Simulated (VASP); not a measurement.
# Mg (R-3m) in VASP: single point with r2SCAN

Aim: the single point of Mg with r2SCAN.

All numbers are computed with VASP 6.6.1; they aren't measurements. Logs are shortened: lines on timing, memory, paths and dates and some standing lists are left out, and cuts for length are marked.

**1. The cell of the first run**

The structure is trigonal, space group R-3m (No. 166). Conventional cell: a = 3.185 Å, b = 3.185 Å, c = 23.100 Å, α = 90.00°, β = 90.00°, γ = 120.00°. Mg (site symmetry -3m) has 12 Mg at 3.16 to 3.19 Å within 4.2 Å. Within 4.1 Å of Mg (site symmetry 3m) lie 12 Mg at 3.15 to 3.19 Å.

**2. Single point, r2SCAN**

Contents of POSCAR:

```
Mg
1.0
    1.5926943142      0.9195424911      7.6998773267
   -1.5926943142      0.9195424911      7.6998773267
    0.0000000000     -1.8390849821      7.6998773267
Mg
3
Direct
    0.0000000000      0.0000000000      0.0000000000
    0.2219355900      0.2219355900      0.2219355900
    0.7780644100      0.7780644100      0.7780644100
```

Contents of INCAR.step1:

```
SYSTEM = Mg
PREC = Accurate
ENCUT = 520
ISMEAR = 0
SIGMA = 0.1
LREAL = .FALSE.
LASPH = .TRUE.
NELM = 80
NBANDS = 10
GGA = PE
ALGO = Normal
EDIFF = 1E-4
LWAVE = .TRUE.
LCHARG = .FALSE.
```

Contents of INCAR.step2:

```
SYSTEM = Mg
PREC = Accurate
ENCUT = 520
EDIFF = 1E-7
ISMEAR = 0
SIGMA = 0.1
LREAL = .FALSE.
LASPH = .TRUE.
NELM = 80
ALGO = Normal
ISIF = 2
LWAVE = .FALSE.
LCHARG = .TRUE.
METAGGA = R2SCAN
LMIXTAU = .TRUE.
LELF = .TRUE.
LVHAR = .TRUE.
NBANDS = 10
ISTART = 1
```

Contents of KPOINTS:

```
Automatic mesh
0
G
  6 6 6
  0 0 0
```

Potentials or basis: VASP PAW PBE potentials, release 64 (Mg).

The run is started by

```sh
> cat potpaw_PBE.64/Mg/POTCAR > POTCAR
> cp INCAR.step1 INCAR
> mpirun -np 1 vasp_std > vasp.out
> cp INCAR.step2 INCAR
> mpirun -np 1 vasp_std > vasp.out
```

OUTCAR:

```text
SYSTEM = Mg
   PREC = Accurate
   ENCUT = 520
   EDIFF = 1E-7
   ISMEAR = 0
   LREAL = .FALSE.
   LASPH = .TRUE.
   NELM = 80
   ISIF = 2
   METAGGA = R2SCAN
   ISTART = 1

 ion  position               nearest neighbor table
   1  0.000  0.000  0.000-   3 3.16   3 3.16   2 3.16   2 3.16   3 3.16   2 3.16
   2  0.222  0.222  0.222-   3 3.15   3 3.15   3 3.15   1 3.16   1 3.16   1 3.16
   3  0.778  0.778  0.778-   2 3.15   2 3.15   2 3.15   1 3.16   1 3.16   1 3.16

  LATTYP: Found a trigonal (rhomboedric) cell.
 ALAT       =     7.9164603465
 COS(alpha) =     0.9190470325

  Lattice vectors:

 A1 = (   1.5926943142,   0.9195424911,   7.6998773267)
 A2 = (  -1.5926943142,   0.9195424911,   7.6998773267)
 A3 = (   0.0000000000,  -1.8390849821,   7.6998773267)

Analysis of symmetry for initial positions (statically):
=====================================================================
 Subroutine PRICEL returns:
 Original cell was already a primitive cell.

 Routine SETGRP: Setting up the symmetry group for a
 trigonal (rhombohedral) supercell.

 Subroutine GETGRP returns: Found 12 space group operations
 (whereof 12 operations were pure point group operations)
 out of a pool of 12 trial point group operations.

The static configuration has the point symmetry D_3d.

Analysis of symmetry for dynamics (positions and initial velocities):
=====================================================================
 Subroutine PRICEL returns:
 Original cell was already a primitive cell.

 Routine SETGRP: Setting up the symmetry group for a
 trigonal (rhombohedral) supercell.

 Subroutine GETGRP returns: Found 12 space group operations
 (whereof 12 operations were pure point group operations)
 out of a pool of 12 trial point group operations.

The dynamic configuration has the point symmetry D_3d.

 Subroutine INISYM returns: Found 12 space group operations
 (whereof 12 operations are pure point group operations),
 and found     1 'primitive' translations

----------------------------------------------------------------------------------------

                                     Primitive cell

  volume of cell :      67.6611

  direct lattice vectors                    reciprocal lattice vectors
     1.592694314  0.919542491  7.699877327     0.313933437  0.181249554  0.043290733
    -1.592694314  0.919542491  7.699877327    -0.313933437  0.181249554  0.043290733
     0.000000000 -1.839084982  7.699877327     0.000000000 -0.362499109  0.043290733

  length of vectors
[... 86 lines left out ...]
   EDIFFG = 0.1E-05   stopping-criterion for IOM
   NSW    =      0    number of steps for IOM
   IBRION =     -1    ionic relax: 0-MD 1-quasi-New 2-CG
   NFREE  =      0    steps in history (QN), initial steepest desc. (CG)
   ISIF   =      2    stress and relaxation
   ISYM   =      2    0-nonsym 1-usesym 2-fastsym
   POTIM  = 0.5000    time-step for ionic-motion
   TEBEG  =    0.0;   TEEND  =   0.0 temperature during run
   PSTRESS=    0.0 pullay stress
   NELECT =       6.0000    total number of electrons
   NUPDOWN=      -1.0000    fix difference up-down
   EMIN   =  10.00;   EMAX   =-10.00  energy-range for DOS
   EFERMI =   0.00;   METHOD = LEGACY
   ISMEAR =     0;   SIGMA  =   0.10  broadening in eV -4-tet -1-fermi 0-gaus
   EFERMI_NEDOS =   21; number of points for ismear=-14 and -15
   IALGO  =     38    algorithm
   IMIX   =      4    mixing-type and parameters
     AMIX     =   0.40;   BMIX     =  1.00
     AMIX_MAG =   1.60;   BMIX_MAG =  1.00
  volume/ion in A,a.u.               =      22.55       152.20
  Fermi-wavevector in a.u.,A,eV,Ry     =   0.730038  1.379572  7.251300  0.532956
  Thomas-Fermi vector in A             =   1.821909
   LORBIT       =      0    0 simple, 1 ext, 2 COOP (PROOUT), +10 PAW based schemes
   METAGGA = R2SCAN    functional components
   LHFCALC =     F    Hartree Fock is set to
   AEXX    =    0.0000 exact exchange contribution
   IVDW    =     0    specifies the selected vdW correction
   LEPSILON=     F    determine dielectric tensor
   LRPA    =     F    only Hartree local field effects (RPA)
 non-spin polarized calculation
 Gauss-broadening in eV      SIGMA  =   0.10
  energy-cutoff  :      520.00
  volume of cell :       67.66
 maximum number of plane-waves:      1841
   NGX = 29   NGY = 29   NGZ = 29

 number of electron       6.0000000 magnetization

 Free energy of the ion-electron system (eV)
  ---------------------------------------------------
  ext. energy  EPLUGINS =         0.00000000
  ---------------------------------------------------
  free energy    TOTEN  =       -12.33831681 eV

  energy without entropy =      -12.32821020  energy(sigma->0) =      -12.33326350

 E-fermi :   2.6604     XC(G=0):  -9.0967

 val. band max:        2.6595891178   @ k =  -0.3333   0.5000   0.1667
 cond. band min:       2.6958655994   @ k =   0.5000   0.0000   0.0000
 fundamental gap:      0.0362764815
 Fermi energy:         2.6603940007

 k-point     1 :       0.0000    0.0000    0.0000
  band No.  band energies     occupation
      1      -4.7285      2.00000
      2      -2.0634      2.00000
      3      -2.0482      2.00000
      4       5.6842      0.00000
      5       5.6910      0.00000
      6      14.6792      0.00000
      7      14.6792      0.00000
      8      14.8551      0.00000
      9      14.8551      0.00000
     10      15.0601      0.00000
[... 287 lines left out ...]
 k-point    24 :      -0.3333    0.5000    0.1667
  band No.  band energies     occupation
      1      -0.2007      2.00000
      2       0.0810      2.00000
      3       2.6596      1.00908
      4       4.1893      0.00000
      5       4.5127      0.00000
      6       5.2460      0.00000
      7       6.0989      0.00000
      8       7.2460      0.00000
      9       8.1565      0.00000
     10       9.2847      0.00000

 [... further k-points ...]
[... 5 lines left out ...]
  --------------------------------------------------------------------------------------
  -------------------------------------------------------------------------------------
  Total       -0.0181841     -0.0181841     -0.1440757      0.0000000     -0.0000000      0.0000000
  in kB       -0.4305895     -0.4305895     -3.4116309      0.0000000     -0.0000000      0.0000000
  external PRESSURE =      -1.4242700 kB  Pullay stress =       0.0000000 kB

 VOLUME and BASIS-vectors are now :
 -----------------------------------------------------------------------------
  energy-cutoff  :      520.00
  volume of cell :       67.66
      direct lattice vectors                 reciprocal lattice vectors
     1.592694314  0.919542491  7.699877327     0.313933437  0.181249554  0.043290733
    -1.592694314  0.919542491  7.699877327    -0.313933437  0.181249554  0.043290733
     0.000000000 -1.839084982  7.699877327     0.000000000 -0.362499109  0.043290733

 POSITION                                       TOTAL-FORCE (eV/Angst)
 -----------------------------------------------------------------------------------
      0.00000      0.00000      0.00000        -0.000000      0.000000     -0.000000
      0.00000      0.00000      5.12663         0.000000      0.000000      0.011936
      0.00000      0.00000     17.97300         0.000000     -0.000000     -0.011936
 -----------------------------------------------------------------------------------
    total drift:                                0.000000      0.000000     -0.000000

  FREE ENERGIE OF THE ION-ELECTRON SYSTEM (eV)
  ---------------------------------------------------
  free  energy   TOTEN  =       -12.3383168079 eV

  energy  without entropy=      -12.3282101962  energy(sigma->0) =      -12.33326350
```

OUTCAR.step1:

```text
SYSTEM = Mg
   PREC = Accurate
   ENCUT = 520
   ISMEAR = 0
   LREAL = .FALSE.
   LASPH = .TRUE.
   NELM = 80
[... 536 lines left out ...]
      0.00000      0.00000      0.00000         0.000000      0.000000     -0.000000
      0.00000      0.00000      5.12663         0.000000      0.000000      0.007129
      0.00000      0.00000     17.97300         0.000000     -0.000000     -0.007129
 -----------------------------------------------------------------------------------
    total drift:                                0.000000      0.000000     -0.000000

  FREE ENERGIE OF THE ION-ELECTRON SYSTEM (eV)
  ---------------------------------------------------
  free  energy   TOTEN  =        -4.4162648356 eV

  energy  without entropy=       -4.4049438818  energy(sigma->0) =       -4.41060436
```

Run time: 5.7 min. Hardware: 1 thread of AMD EPYC 7R13 (Zen 3), shared host; peak memory 0.49 GiB.

What came out:

| Property | Result |
| --- | --- |
| Free energy | -12.3383 eV |
| Pressure | -0.1 GPa |
| Largest force | 0.012 eV/Å |
| Band gap on the k mesh | zero (bands 3 and 4 overlap by 1.19 eV) |

Forces in eV/Å, atoms in the order of the input:
```
Mg   0.000  0.000  0.000
Mg   0.000  0.000  0.012
Mg   0.000  0.000 -0.012
```

Caveat: the k points lie up to 0.38 Å⁻¹ apart, too coarse for converged energies and pressures of a metal; the PAW data sets were made with another functional, which shifts forces and pressure a little.
